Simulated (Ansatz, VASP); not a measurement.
SiC in VASP and in Ansatz

INCAR

```
PREC = Accurate
ENCUT = 600
EDIFF = 1E-7
ISMEAR = -1
SIGMA = 0.05
LREAL = False
LASPH = True
NELM = 80
ALGO = Normal
ISIF = 3
LWAVE = False
LCHARG = False
GGA = RE
IBRION = 2
NSW = 60
EDIFFG = -0.01
```

File KPOINTS:

```
Automatic mesh
0
Gamma
  10 10 2
```

The input POSCAR:

```
SiC
1.0
    3.0950000000      0.0000000000      0.0000000000
   -1.5475000000      2.6803486247      0.0000000000
    0.0000000000      0.0000000000     15.1700000000
Si C
6 6
Direct
    0.6666666667      0.3333333333      0.4583000000
    0.3333333333      0.6666666667      0.9583000000
    0.6666666667      0.3333333333      0.7917000000
    0.3333333333      0.6666666667      0.2917000000
    0.0000000000      0.0000000000      0.6250000000
    0.0000000000      0.0000000000      0.1250000000
    0.6666666667      0.3333333333      0.3333000000
    0.3333333333      0.6666666667      0.8333000000
    0.6666666667      0.3333333333      0.6667000000
    0.3333333333      0.6666666667      0.1667000000
    0.0000000000      0.0000000000      0.5000000000
    0.0000000000      0.0000000000      0.0000000000
```

File input.yaml:

```yaml
crystal:
  lattice:
    - [3.095, 0.0, 0.0]
    - [-1.5475, 2.6803486247, 0.0]
    - [0.0, 0.0, 15.17]
  atoms:
    - { symbol: Si, position: [0.6666666667, 0.3333333333, 0.4583] }
    - { symbol: Si, position: [0.3333333333, 0.6666666667, 0.9583] }
    - { symbol: Si, position: [0.6666666667, 0.3333333333, 0.7917] }
    - { symbol: Si, position: [0.3333333333, 0.6666666667, 0.2917] }
    - { symbol: Si, position: [0.0, 0.0, 0.625] }
    - { symbol: Si, position: [0.0, 0.0, 0.125] }
    - { symbol: C, position: [0.6666666667, 0.3333333333, 0.3333] }
    - { symbol: C, position: [0.3333333333, 0.6666666667, 0.8333] }
    - { symbol: C, position: [0.6666666667, 0.3333333333, 0.6667] }
    - { symbol: C, position: [0.3333333333, 0.6666666667, 0.1667] }
    - { symbol: C, position: [0.0, 0.0, 0.5] }
    - { symbol: C, position: [0.0, 0.0, 0.0] }
hamiltonian:
  xc: revpbe
  pseudopotentials: { kind: paw }
kpoints:
  mp_grid: { grid: [10, 10, 2] }
scf:
  occupations: { method: fermi_dirac, width: 0.05 }
output:
  forces: true
  stress: true
relax:
  f_tol: 0.01
  max_steps: 40
  cell: { stress_tol: 0.05 }
```

Alike in both runs: task relaxation of cell and atoms; functional revPBE; k mesh 10 × 10 × 2; occupations fermi-dirac, width 0.05 eV; no spin polarisation.

|  | VASP | Ansatz |
| --- | --- | --- |
| version | VASP 6.6.1 | Ansatz 0.2.0 |
| potentials or method | VASP PAW PBE potentials, release 64 (Si, C) | Ansatz PAW |
| plane-wave cutoff (eV) | 600 | 420 |
| valence electrons in the cell | 48 | 48 |

Ansatz gave:

```
relaxed volume (Å³/atom)                                     : 10.62
relaxed cell length with the largest relative difference (Å) : 3.107
```

Which values does VASP return?

Relaxed volume (Å³/atom): 10.59; relaxed cell length with the largest relative difference (Å): 3.104.

VASP's potentials were made for PBE, not for revPBE.

Noted on Ansatz's run: the plane-wave basis is chosen anew once the cell has moved, so the energies of steps on either side of that aren't comparable.
